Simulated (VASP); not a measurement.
# W (Im-3m) in VASP: a series of runs

W is run at these levels: PBE; tasks: single point.

Everything below comes from runs of VASP 6.6.1. Logs are shortened: lines on timing, memory, paths and dates and some standing lists are left out, and cuts for length are marked.

**1. The cell of the first run**

The structure is cubic, space group Im-3m (No. 229). Conventional cell: a = 3.155 Å, b = 3.155 Å, c = 3.155 Å, α = 90.00°, β = 90.00°, γ = 90.00°. W (site symmetry m-3m) has 14 W at 2.73 to 3.16 Å within 3.6 Å.

**2. Single point, PBE**

INCAR reads:

```
SYSTEM = W
  PREC = Accurate
  ENCUT = 520
  EDIFF = 1E-7
  ISMEAR = -1
  SIGMA = 0.08
  LREAL = .False.
  LASPH = .True.
  NELM = 100
  ALGO = Normal
  ISIF = 2
  LWAVE = .False.
  LCHARG = .False.
  GGA = PE
  NBANDS = 13
```

KPOINTS reads:

```
regular mesh
0
Gamma
  17 17 17
  0 0 0
```

POSCAR reads:

```
W
1.0
   -1.5775351810      1.5775351810      1.5775351810
    1.5775351810     -1.5775351810      1.5775351810
    1.5775351810      1.5775351810     -1.5775351810
W
1
Direct
    0.0000000000      0.0000000000      0.0000000000
```

Potentials or basis: VASP PAW PBE potentials, release 64 (W_sv).

The run is started by

```bash
cat potpaw_PBE.64/W_sv/POTCAR > POTCAR
mpirun -np 1 vasp_std > vasp.out
```

OUTCAR:

```text
SYSTEM = W
   PREC = Accurate
   ENCUT = 520
   EDIFF = 1E-7
   ISMEAR = -1
   LREAL = .False.
   LASPH = .True.
   NELM = 100
   ISIF = 2
   GGA = PE

 ion  position               nearest neighbor table
   1  0.000  0.000  0.000-

  LATTYP: Found a body centered cubic cell.
 ALAT       =     3.1550703620

  Lattice vectors:

 A1 = (  -1.5775351810,   1.5775351810,   1.5775351810)
 A2 = (   1.5775351810,  -1.5775351810,   1.5775351810)
 A3 = (   1.5775351810,   1.5775351810,  -1.5775351810)

Analysis of symmetry for initial positions (statically):
=====================================================================
 Subroutine PRICEL returns:
 Original cell was already a primitive cell.

 Routine SETGRP: Setting up the symmetry group for a
 body centered cubic supercell.

 Subroutine GETGRP returns: Found 48 space group operations
 (whereof 48 operations were pure point group operations)
 out of a pool of 48 trial point group operations.

The static configuration has the point symmetry O_h .

Analysis of symmetry for dynamics (positions and initial velocities):
=====================================================================
 Subroutine PRICEL returns:
 Original cell was already a primitive cell.

 Routine SETGRP: Setting up the symmetry group for a
 body centered cubic supercell.

 Subroutine GETGRP returns: Found 48 space group operations
 (whereof 48 operations were pure point group operations)
 out of a pool of 48 trial point group operations.

The dynamic configuration has the point symmetry O_h .

 Subroutine INISYM returns: Found 48 space group operations
 (whereof 48 operations are pure point group operations),
 and found     1 'primitive' translations

----------------------------------------------------------------------------------------

                                     Primitive cell

  volume of cell :      15.7035

  direct lattice vectors                    reciprocal lattice vectors
    -1.577535181  1.577535181  1.577535181     0.000000000  0.316950142  0.316950142
     1.577535181 -1.577535181  1.577535181     0.316950142  0.000000000  0.316950142
     1.577535181  1.577535181 -1.577535181     0.316950142  0.316950142  0.000000000

  length of vectors
     2.732371084  2.732371084  2.732371084     0.448235190  0.448235190  0.448235190

  position of ions in fractional coordinates (direct lattice)
     0.000000000  0.000000000  0.000000000

  ion indices of the primitive-cell ions
   primitive index   ion index
                 1           1

----------------------------------------------------------------------------------------

 KPOINTS: regular mesh

Automatic generation of k-mesh.
 Grid dimensions read from file:
 generate k-points for:   17   17   17

 Generating k-lattice:

  Cartesian coordinates                     Fractional coordinates (reciprocal lattice)
     0.000000000  0.018644126  0.018644126     0.058823529  0.000000000  0.000000000
     0.018644126  0.000000000  0.018644126     0.000000000  0.058823529  0.000000000
     0.018644126  0.018644126  0.000000000     0.000000000  0.000000000  0.058823529

  Length of vectors
     0.026366776  0.026366776  0.026366776

  Shift w.r.t. Gamma in fractional coordinates (k-lattice)
     0.000000000  0.000000000  0.000000000

 Subroutine IBZKPT returns following result:
 ===========================================

 Found    165 irreducible k-points:

 Following reciprocal coordinates:
            Coordinates               Weight
  0.000000  0.000000  0.000000      1.000000
  0.058824  0.000000  0.000000     12.000000
  0.117647  0.000000  0.000000     12.000000
  0.176471  0.000000  0.000000     12.000000
  0.235294  0.000000  0.000000     12.000000
  0.294118  0.000000  0.000000     12.000000
[... 16 lines left out ...]
  0.411765  0.117647  0.000000     48.000000
  0.176471  0.176471  0.000000     24.000000
 [... further k-points ...]
   k-points           NKPTS =    165   k-points in BZ     NKDIM =    165   number of bands    NBANDS=     13
   number of dos      NEDOS =    301   number of ions     NIONS =      1
   total plane-waves  NPLWV =   8000
   dimension x,y,z NGX =    20 NGY =   20 NGZ =   20
   dimension x,y,z NGXF=    40 NGYF=   40 NGZF=   40
   ions per type =               1
   NGX,Y,Z   is equivalent  to a cutoff of  12.17, 12.17, 12.17 a.u.
   NGXF,Y,Z  is equivalent  to a cutoff of  24.34, 24.34, 24.34 a.u.
 SYSTEM =  W
   PREC   = accura    normal or accurate (medium, high low for compatibility)
   ISTART =      0    job   : 0-new  1-cont  2-samecut
   ICHARG =      2    charge: 1-file 2-atom 10-const
   ISPIN  =      1    spin polarized calculation?
   LNONCOLLINEAR =      F non collinear calculations
   LSORBIT =      F    spin-orbit coupling
   LASPH  =      T    aspherical Exc in radial PAW
   ENCUT  =  520.0 eV  38.22 Ry    6.18 a.u.   5.08  5.08  5.08*2*pi/ulx,y,z
   NELM   =    100;   NELMIN=  2; NELMDL= -5     # of ELM steps
   EDIFF  = 0.1E-06   stopping-criterion for ELM
   LREAL  =      F    real-space projection
   EDIFFG = 0.1E-05   stopping-criterion for IOM
   NSW    =      0    number of steps for IOM
   IBRION =     -1    ionic relax: 0-MD 1-quasi-New 2-CG
   NFREE  =      0    steps in history (QN), initial steepest desc. (CG)
   ISIF   =      2    stress and relaxation
   ISYM   =      2    0-nonsym 1-usesym 2-fastsym
   POTIM  = 0.5000    time-step for ionic-motion
   TEBEG  =    0.0;   TEEND  =   0.0 temperature during run
   PSTRESS=    0.0 pullay stress
   NELECT =      14.0000    total number of electrons
   NUPDOWN=      -1.0000    fix difference up-down
   EMIN   =  10.00;   EMAX   =-10.00  energy-range for DOS
   EFERMI =   0.00;   METHOD = LEGACY
   ISMEAR =    -1;   SIGMA  =   0.08  broadening in eV -4-tet -1-fermi 0-gaus
   EFERMI_NEDOS =   21; number of points for ismear=-14 and -15
   IALGO  =     38    algorithm
   IMIX   =      4    mixing-type and parameters
     AMIX     =   0.40;   BMIX     =  1.00
     AMIX_MAG =   1.60;   BMIX_MAG =  1.00
  volume/ion in A,a.u.               =      15.70       105.97
  Fermi-wavevector in a.u.,A,eV,Ry     =   1.575621  2.977492 33.777577  2.482582
  Thomas-Fermi vector in A             =   2.676577
   LORBIT       =      0    0 simple, 1 ext, 2 COOP (PROOUT), +10 PAW based schemes
   GGA     = PE    functional components
   LHFCALC =     F    Hartree Fock is set to
   AEXX    =    0.0000 exact exchange contribution
   IVDW    =     0    specifies the selected vdW correction
   LEPSILON=     F    determine dielectric tensor
   LRPA    =     F    only Hartree local field effects (RPA)
 non-spin polarized calculation
  energy-cutoff  :      520.00
  volume of cell :       15.70
 maximum number of plane-waves:       435
   NGX = 11   NGY = 11   NGZ = 11

 number of electron      14.0000005 magnetization

 Free energy of the ion-electron system (eV)
  ---------------------------------------------------
  ext. energy  EPLUGINS =         0.00000000
  ---------------------------------------------------
  free energy    TOTEN  =       -12.94610015 eV

  energy without entropy =      -12.93531113  energy(sigma->0) =      -12.94070564

 E-fermi :  11.6154     XC(G=0): -13.6944

 val. band max:       11.5804272509   @ k =  -0.1765   0.1765   0.1176
 cond. band min:      11.6256725085   @ k =   0.4118   0.0588   0.0588
 fundamental gap:      0.0452452576
 Fermi energy:        11.6153582610

 k-point     1 :       0.0000    0.0000    0.0000
  band No.  band energies     occupation
      1     -62.5917      2.00000
      2     -26.1394      2.00000
      3     -26.1394      2.00000
      4     -26.1394      2.00000
      5       1.8909      2.00000
      6      10.3345      2.00000
      7      10.3345      2.00000
      8      10.3345      2.00000
      9      13.8641      0.00000
     10      13.8641      0.00000
     11      26.1187      0.00000
     12      26.1187      0.00000
     13      26.1187      0.00000

 k-point     2 :       0.0588    0.0000    0.0000
  band No.  band energies     occupation
      1     -62.5870      2.00000
      2     -26.1881      2.00000
      3     -26.1546      2.00000
      4     -26.1397      2.00000
      5       2.0608      2.00000
      6      10.2303      2.00000
      7      10.3110      2.00000
      8      10.4984      2.00000
      9      13.6960      0.00000
     10      13.8648      0.00000
     11      26.2653      0.00000
     12      26.4074      0.00000
     13      26.5412      0.00000

 k-point     3 :       0.1176    0.0000    0.0000
  band No.  band energies     occupation
      1     -62.5736      2.00000
      2     -26.3258      2.00000
      3     -26.1976      2.00000
      4     -26.1404      2.00000
      5       2.5488      2.00000
      6       9.9456      2.00000
      7      10.2063      2.00000
      8      10.9842      1.99925
      9      13.3524      0.00000
     10      13.8761      0.00000
     11      26.6250      0.00000
     12      27.2438      0.00000
     13      27.5987      0.00000

 k-point     4 :       0.1765    0.0000    0.0000
  band No.  band energies     occupation
      1     -62.5532      2.00000
      2     -26.5301      2.00000
      3     -26.2624      2.00000
      4     -26.1415      2.00000
      5       3.2839      2.00000
      6       9.5469      2.00000
      7       9.9767      2.00000
      8      11.7733      0.24395
      9      13.1357      0.00000
     10      13.9206      0.00000
     11      26.8976      0.00000
     12      28.5545      0.00000
     13      28.6413      0.00000

 k-point     5 :       0.2353    0.0000    0.0000
  band No.  band energies     occupation
      1     -62.5285      2.00000
      2     -26.7694      2.00000
      3     -26.3394      2.00000
      4     -26.1429      2.00000
      5       4.1247      2.00000
      6       9.1091      2.00000
      7       9.7334      2.00000
      8      12.8322      0.00000
      9      13.1841      0.00000
     10      14.0203      0.00000
     11      26.5846      0.00000
     12      28.5164      0.00000
     13      30.2511      0.00000
[... 257 lines left out ...]
 k-point    22 :       0.3529    0.1176    0.0000
  band No.  band energies     occupation
      1     -62.4571      2.00000
      2     -27.3348      2.00000
      3     -26.5895      2.00000
      4     -26.2108      2.00000
      5       5.7521      2.00000
      6       8.2025      2.00000
      7      10.5193      2.00000
      8      13.5973      0.00000
      9      14.8498      0.00000
     10      17.6018      0.00000
     11      23.1876      0.00000
     12      24.6915      0.00000
     13      29.0065      0.00000

 k-point    23 :       0.4118    0.1176    0.0000
  band No.  band energies     occupation
      1     -62.4484      2.00000
      2     -27.4024      2.00000
      3     -26.6247      2.00000
      4     -26.2121      2.00000
      5       5.7235      2.00000
      6       8.0975      2.00000
      7      11.1601      1.99327
      8      13.6027      0.00000
      9      15.1028      0.00000
     10      18.4845      0.00000
     11      22.2388      0.00000
     12      24.1001      0.00000
     13      28.2104      0.00000

 k-point    24 :       0.1765    0.1765    0.0000
  band No.  band energies     occupation
      1     -62.4971      2.00000
      2     -26.9970      2.00000
      3     -26.4257      2.00000
      4     -26.2283      2.00000
      5       5.3424      2.00000
      6       8.8044      2.00000
      7       9.0697      2.00000
      8      12.8413      0.00000
      9      14.5599      0.00000
     10      14.8376      0.00000
     11      26.0803      0.00000
     12      28.0474      0.00000
     13      30.4435      0.00000

 [... further k-points ...]

------------------------ aborting loop because EDIFF is reached ----------------------------------------

  FORCE on cell =-STRESS in cart. coord.  units (eV):
  Direction    XX          YY          ZZ          XY          YZ          ZX
  --------------------------------------------------------------------------------------
  -------------------------------------------------------------------------------------
  Total        0.9151877      0.9151877      0.9151877     -0.0000000     -0.0000000      0.0000000
  in kB       93.3734902     93.3734902     93.3734902     -0.0000000     -0.0000000      0.0000000
  external PRESSURE =      93.3734902 kB  Pullay stress =       0.0000000 kB

 VOLUME and BASIS-vectors are now :
 -----------------------------------------------------------------------------
  energy-cutoff  :      520.00
  volume of cell :       15.70
      direct lattice vectors                 reciprocal lattice vectors
    -1.577535181  1.577535181  1.577535181     0.000000000  0.316950142  0.316950142
     1.577535181 -1.577535181  1.577535181     0.316950142  0.000000000  0.316950142
     1.577535181  1.577535181 -1.577535181     0.316950142  0.316950142  0.000000000

 POSITION                                       TOTAL-FORCE (eV/Angst)
 -----------------------------------------------------------------------------------
      0.00000      0.00000      0.00000         0.000000      0.000000      0.000000
 -----------------------------------------------------------------------------------
    total drift:                                0.000000     -0.000000      0.000000

  FREE ENERGIE OF THE ION-ELECTRON SYSTEM (eV)
  ---------------------------------------------------
  free  energy   TOTEN  =       -12.9461001483 eV

  energy  without entropy=      -12.9353111317  energy(sigma->0) =      -12.94070564
```

Run time: 30 s. Hardware: 1 thread of Intel Xeon 8259CL, shared host; peak memory 0.15 GiB.

Results:

```
Free energy            : -12.9461 eV
Pressure               : 9.3 GPa
Band gap on the k mesh : zero (bands 7 and 8 overlap by 6.06 eV)
```

Levels at points of the mesh, in eV from the Fermi level:
| k point | band 5 | band 6 | band 7 | band 8 | band 9 | band 10 |
| --- | --- | --- | --- | --- | --- | --- |
| (0.00, 0.00, 0.00) | -9.72 | -1.28 | -1.28 | -1.28 | 2.25 | 2.25 |

Caveat: the cell stands under pressure; spin-orbit coupling is left out, which moves the levels of the heavy elements.

[end of part 1 of 2]

The gap in the log of VASP goes by the Fermi energy; the results here count the filled bands.